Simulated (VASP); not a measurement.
# TiO2 (I4_1/amd) in VASP: settings compared

Aim: see how the results for TiO2 move with the level of theory and the settings. Levels: PBEsol, PBE+U. Tasks: single point, relaxation of cell and atoms.

Program: VASP 6.6.1. These are calculated values, not measurements. Logs are shortened: lines on timing, memory, paths and dates and some standing lists are left out, and cuts for length are marked.

### 1 The cell of the first run

The structure is tetragonal, space group I4_1/amd (No. 141). Conventional cell: a = 3.858 Å, b = 3.858 Å, c = 9.701 Å, α = 90.00°, β = 90.00°, γ = 90.00°. Within 2.6 Å of Ti (site symmetry -4m2) lie 6 O at 1.97 to 2.02 Å. Within 2.6 Å of O (site symmetry 2mm) lie 3 Ti at 1.97 to 2.02 Å and 2 O at 2.51 Å.

### 2 Single point, PBEsol (12.04 Å³/atom)

INCAR

```
  PREC = Accurate
  ENCUT = 520
  EDIFF = 1E-7
  ISMEAR = -1
  SIGMA = 0.05
  LREAL = False
  LASPH = True
  NELM = 60
  ALGO = Normal
  ISIF = 2
  LWAVE = False
  LCHARG = False
  GGA = PS
  NBANDS = 33
```

KPOINTS

```
regular mesh
0
Gamma
  10 10 10
```

POSCAR

```
TiO2
1.0
   -1.9292094213      1.9292094213      4.8506040801
    1.9292094213     -1.9292094213      4.8506040801
    1.9292094213      1.9292094213     -4.8506040801
Ti O
2 4
Direct
    0.7500000000      0.2500000000      0.5000000000
    0.0000000000      0.0000000000      0.0000000000
    0.7919000000      0.7919000000      0.0000000000
    0.5419000000      0.0419000000      0.5000000000
    0.9581000000      0.4581000000      0.5000000000
    0.2081000000      0.2081000000      0.0000000000
```

Potentials or basis: VASP PAW PBE potentials, release 64 (Ti_sv, O).

Started as:

```bash
cat potpaw_PBE.64/Ti_sv/POTCAR potpaw_PBE.64/O/POTCAR > POTCAR
mpirun -np 1 vasp_std > vasp.out
```

OUTCAR:

```text
PREC = Accurate
   ENCUT = 520
   EDIFF = 1E-7
   ISMEAR = -1
   LREAL = False
   LASPH = True
   NELM = 60
   ISIF = 2
   GGA = PS

 ion  position               nearest neighbor table
   1  0.750  0.250  0.500-   3 1.97   6 1.97   3 1.97   6 1.97   5 2.02   4 2.02
   2  0.000  0.000  0.000-   4 1.97   5 1.97   4 1.97   5 1.97   3 2.02   6 2.02
   3  0.792  0.792  0.000-   1 1.97   1 1.97   2 2.02
   4  0.542  0.042  0.500-   2 1.97   2 1.97   1 2.02
   5  0.958  0.458  0.500-   2 1.97   2 1.97   1 2.02
   6  0.208  0.208  0.000-   1 1.97   1 1.97   2 2.02

  LATTYP: Found a body centered tetragonal cell.
 ALAT       =     3.8584188426
 C/A-ratio  =     2.5142962846

  Lattice vectors:

 A1 = (  -1.9292094213,   1.9292094213,   4.8506040801)
 A2 = (   1.9292094213,  -1.9292094213,   4.8506040801)
 A3 = (   1.9292094213,   1.9292094213,  -4.8506040801)

Analysis of symmetry for initial positions (statically):
=====================================================================
 Subroutine PRICEL returns:
 Original cell was already a primitive cell.

 Routine SETGRP: Setting up the symmetry group for a
 body centered tetragonal supercell.

 Subroutine GETGRP returns: Found 16 space group operations
 (whereof  8 operations were pure point group operations)
 out of a pool of 16 trial point group operations.

The static configuration has the point symmetry D_2d.
 The point group associated with its full space group is D_4h.

Analysis of symmetry for dynamics (positions and initial velocities):
=====================================================================
 Subroutine PRICEL returns:
 Original cell was already a primitive cell.

 Routine SETGRP: Setting up the symmetry group for a
 body centered tetragonal supercell.

 Subroutine GETGRP returns: Found 16 space group operations
 (whereof  8 operations were pure point group operations)
 out of a pool of 16 trial point group operations.

The dynamic configuration has the point symmetry D_2d.
 The point group associated with its full space group is D_4h.

 Subroutine INISYM returns: Found 16 space group operations
 (whereof  8 operations are pure point group operations),
 and found     1 'primitive' translations

----------------------------------------------------------------------------------------

                                     Primitive cell

  volume of cell :      72.2129

  direct lattice vectors                    reciprocal lattice vectors
    -1.929209421  1.929209421  4.850604080     0.000000000  0.259173522  0.103079945
     1.929209421 -1.929209421  4.850604080     0.259173522  0.000000000  0.103079945
[... 100 lines left out ...]
   ISYM   =      2    0-nonsym 1-usesym 2-fastsym
   POTIM  = 0.5000    time-step for ionic-motion
   TEBEG  =    0.0;   TEEND  =   0.0 temperature during run
   PSTRESS=    0.0 pullay stress
   NELECT =      48.0000    total number of electrons
   NUPDOWN=      -1.0000    fix difference up-down
   EMIN   =  10.00;   EMAX   =-10.00  energy-range for DOS
   EFERMI =   0.00;   METHOD = LEGACY
   ISMEAR =    -1;   SIGMA  =   0.05  broadening in eV -4-tet -1-fermi 0-gaus
   EFERMI_NEDOS =   21; number of points for ismear=-14 and -15
   IALGO  =     38    algorithm
   IMIX   =      4    mixing-type and parameters
     AMIX     =   0.40;   BMIX     =  1.00
     AMIX_MAG =   1.60;   BMIX_MAG =  1.00
  volume/ion in A,a.u.               =      12.04        81.22
  Fermi-wavevector in a.u.,A,eV,Ry     =   1.428731  2.699910 27.773185  2.041272
  Thomas-Fermi vector in A             =   2.548761
   LORBIT       =      0    0 simple, 1 ext, 2 COOP (PROOUT), +10 PAW based schemes
   GGA     = PS    functional components
   LHFCALC =     F    Hartree Fock is set to
   AEXX    =    0.0000 exact exchange contribution
   IVDW    =     0    specifies the selected vdW correction
   LEPSILON=     F    determine dielectric tensor
   LRPA    =     F    only Hartree local field effects (RPA)
 non-spin polarized calculation
  energy-cutoff  :      520.00
  volume of cell :       72.21
 maximum number of plane-waves:      1959
 NGX is ok and might be reduce to    42
   NGX = 21   NGY = 21   NGZ = 21

 number of electron      48.0000008 magnetization

 Free energy of the ion-electron system (eV)
  ---------------------------------------------------
  ext. energy  EPLUGINS =         0.00000000
  ---------------------------------------------------
  free energy    TOTEN  =       -56.06208329 eV

  energy without entropy =      -56.06208329  energy(sigma->0) =      -56.06208329

 E-fermi :   3.7958     XC(G=0): -10.7180

 val. band max:        2.7633913545   @ k =  -0.4000   0.4000   0.0000
 cond. band min:       4.7011188375   @ k =   0.0000   0.0000   0.0000
 fundamental gap:      1.9377274829
 Fermi energy:         3.7957881700

 k-point     1 :       0.0000    0.0000    0.0000
  band No.  band energies     occupation
      1     -53.5971      2.00000
      2     -53.5496      2.00000
      3     -30.1016      2.00000
      4     -29.9030      2.00000
      5     -29.9030      2.00000
      6     -29.8439      2.00000
[... 853 lines left out ...]
     32       8.8062      0.00000
     33       9.6140      0.00000

 [... further k-points ...]

------------------------ aborting loop because EDIFF is reached ----------------------------------------

  FORCE on cell =-STRESS in cart. coord.  units (eV):
  Direction    XX          YY          ZZ          XY          YZ          ZX
  --------------------------------------------------------------------------------------
  -------------------------------------------------------------------------------------
  Total       -5.2934694     -5.2934694     -5.1761290      0.0000000      0.0000000      0.0000000
  in kB     -117.4455113   -117.4455113   -114.8420946      0.0000000      0.0000000      0.0000000
  external PRESSURE =    -116.5777058 kB  Pullay stress =       0.0000000 kB

 VOLUME and BASIS-vectors are now :
 -----------------------------------------------------------------------------
  energy-cutoff  :      520.00
  volume of cell :       72.21
      direct lattice vectors                 reciprocal lattice vectors
    -1.929209421  1.929209421  4.850604080     0.000000000  0.259173522  0.103079945
     1.929209421 -1.929209421  4.850604080     0.259173522  0.000000000  0.103079945
     1.929209421  1.929209421 -4.850604080     0.259173522  0.259173522  0.000000000

 POSITION                                       TOTAL-FORCE (eV/Angst)
 -----------------------------------------------------------------------------------
     -0.00000      1.92921      2.42530         0.000000      0.000000     -0.000000
      0.00000      0.00000      0.00000         0.000000      0.000000     -0.000000
      0.00000      0.00000      7.68239         0.000000      0.000000      0.309407
      0.00000      1.92921      0.40648         0.000000      0.000000      0.309407
      0.00000      1.92921      4.44412        -0.000000     -0.000000     -0.309407
      0.00000      0.00000      2.01882        -0.000000     -0.000000     -0.309407
 -----------------------------------------------------------------------------------
    total drift:                                0.000000      0.000000      0.000000

  FREE ENERGIE OF THE ION-ELECTRON SYSTEM (eV)
  ---------------------------------------------------
  free  energy   TOTEN  =       -56.0620832890 eV

  energy  without entropy=      -56.0620832888  energy(sigma->0) =      -56.06208329
```

stdout:

```text
POSCAR found type information on POSCAR TiO
 POSCAR found :  2 types and       6 ions
 scaLAPACK will be used
 -----------------------------------------------------------------------------
|                                                                             |
|                                                                             |
|     You enforced a specific xc type in the INCAR file but a different       |
|     I HOPE YOU KNOW WHAT YOU ARE DOING!                                     |
|                                                                             |
 -----------------------------------------------------------------------------

 LDA part: xc-table for (Slater+PW92), standard interpolation
 POSCAR, INCAR and KPOINTS ok, starting setup
 FFT: planning ... GRIDC
 FFT: planning ... GRID_SOFT
 FFT: planning ... GRID
 WAVECAR not read
 entering main loop
```

Wall time 9.5 min (1 thread of Intel Xeon Platinum 8259CL at 2.50GHz (Skylake/Cascade Lake), shared host); peak memory 0.37 GiB.

What came out:

- Free energy: -56.0621 eV
- Pressure: -11.7 GPa
- Largest force: 0.309 eV/Å
- Band gap on the k mesh: 1.94 eV (least direct gap 2.27 eV)

Forces on the atoms (eV/Å):
```
Ti   0.000  0.000  0.000
Ti   0.000  0.000  0.000
O    0.000  0.000  0.309
O    0.000  0.000  0.309
O    0.000  0.000 -0.309
O    0.000  0.000 -0.309
```

Caveat: the cell stands under tension; the PAW data sets were made with another functional, which shifts forces and pressure a little. A k mesh can miss the band edges.

### 3 Relaxation of cell and atoms, PBE+U

This run uses another cell than the first one, of 11.35 Å³/atom.

INCAR

```
PREC = Accurate ; ENCUT = 600
EDIFF = 1E-7 ; ISMEAR = -1
SIGMA = 0.05 ; LREAL = F
LASPH = T ; NELM = 150
ALGO = Normal ; ISIF = 3
LWAVE = F ; LCHARG = F
LMAXMIX = 4 ; LDAU = T
LDAUTYPE = 2 ; LDAUL = 2 -1
LDAUU = 3 0 ; LDAUJ = 0 0
LDAUPRINT = 1 ; GGA = PE
IBRION = 2 ; NSW = 60
EDIFFG = -0.01
```

KPOINTS

```
Automatic mesh
0
Gamma
  10 10 10
```

Edit POSCAR of step 2 so:

```diff
@@ -2,5 +2,5 @@
 1.0
-   -1.9292094213      1.9292094213      4.8506040801
-    1.9292094213     -1.9292094213      4.8506040801
-    1.9292094213      1.9292094213     -4.8506040801
+   -1.8921000000      1.8921000000      4.7573000000
+    1.8921000000     -1.8921000000      4.7573000000
+    1.8921000000      1.8921000000     -4.7573000000
 Ti O
```

Potentials or basis: VASP PAW PBE potentials, release 64 (Ti_sv, O).

Started as:

```bash
cat potpaw_PBE.64/Ti_sv/POTCAR potpaw_PBE.64/O/POTCAR > POTCAR
mpirun -np 1 vasp_std > vasp.out
```

Run time: 45 min. Hardware: 1 thread of Oxide Virtual Turin-like, shared host; peak memory 0.43 GiB.

Results (log left out):

| Quantity | Value |
| --- | --- |
| Free energy | -49.8101 eV |
| Relaxed volume | 11.98 Å³/atom |
| Relaxed cell | a = 5.568 Å, b = 5.568 Å, c = 5.568 Å, α = 139.59°, β = 139.59°, γ = 58.48° |
| Space group after relaxing (to 0.1 Å) | I4_1/amd (No. 141) |
| Energy gained by relaxing | 20.0 meV/atom |
| Ionic steps | 9 |
| Pressure after relaxing | -0.1 GPa |
| Largest force after relaxing | 0.004 eV/Å |
| Band gap on the k mesh | 2.43 eV (least direct gap 2.75 eV) |

Forces in eV/Å, atoms in the order of the input:
```
Ti   0.000  0.000  0.000
Ti   0.000  0.000  0.000
O    0.000  0.000  0.004
O    0.000  0.000  0.004
O    0.000  0.000 -0.004
O    0.000  0.000 -0.004
```

Stress tensor (GPa, compression positive):
```
-0.13  0.00  0.00
 0.00 -0.13  0.00
 0.00  0.00 -0.04
```

The path:
```csv
step,energy change (eV),largest force (eV/Å),pressure (GPa),volume (Å³)
1,0.0000,0.2030,11.20,68.13
2,0.0672,0.5248,-11.31,76.26
3,-0.1155,0.1537,-0.05,71.58
4,-0.1156,0.1473,0.17,71.51
5,-0.1182,0.0301,0.09,71.66
6,-0.1182,0.0265,0.08,71.66
7,-0.1187,0.0252,-0.03,71.74
8,-0.1195,0.0203,-0.42,71.97
9,-0.1197,0.0044,-0.10,71.87
```

Final structure:
```cif
data_structure
_symmetry_space_group_name_H-M 'P 1'
_symmetry_Int_Tables_number 1
_cell_length_a 5.5680
_cell_length_b 5.5680
_cell_length_c 5.5680
_cell_angle_alpha 139.590
_cell_angle_beta 139.590
_cell_angle_gamma 58.476
_cell_volume 71.87
loop_
_atom_site_label
_atom_site_type_symbol
_atom_site_fract_x
_atom_site_fract_y
_atom_site_fract_z
_atom_site_occupancy
Ti1 Ti 0.75000 0.25000 0.50000 1
Ti2 Ti 0.00000 0.00000 0.00000 1
O1 O 0.79308 0.79308 0.00000 1
O2 O 0.54308 0.04308 0.50000 1
O3 O 0.95692 0.45692 0.50000 1
O4 O 0.20692 0.20692 0.00000 1
```

Levels at points of the mesh, in eV from the valence-band top:
```tsv
k point	band 20	band 21	band 22	band 23	band 24	band 25	band 26	band 27	band 28
(0.00, 0.00, 0.00)	-0.78	-0.77	-0.77	-0.40	-0.40	2.43	3.11	4.10	4.10
(0.50, 0.00, 0.00)	-1.89	-1.75	-0.91	-0.85	-0.66	3.44	3.66	3.70	3.79
(0.50, 0.50, 0.00)	-2.48	-1.93	-1.93	-0.04	-0.04	3.50	3.50	3.91	3.91
(0.50, 0.50, 0.50)	-1.37	-1.25	-1.25	-0.13	-0.13	2.76	2.76	3.95	3.95
```

Eigenvalues of the final occupation matrices:
```csv
site,spin,trace,eigenvalues
site 1 d,1,0.80,0.10 0.10 0.11 0.24 0.25
site 1 d,2,0.80,0.10 0.10 0.11 0.24 0.25
site 2 d,1,0.80,0.10 0.10 0.11 0.24 0.25
site 2 d,2,0.80,0.10 0.10 0.11 0.24 0.25
```
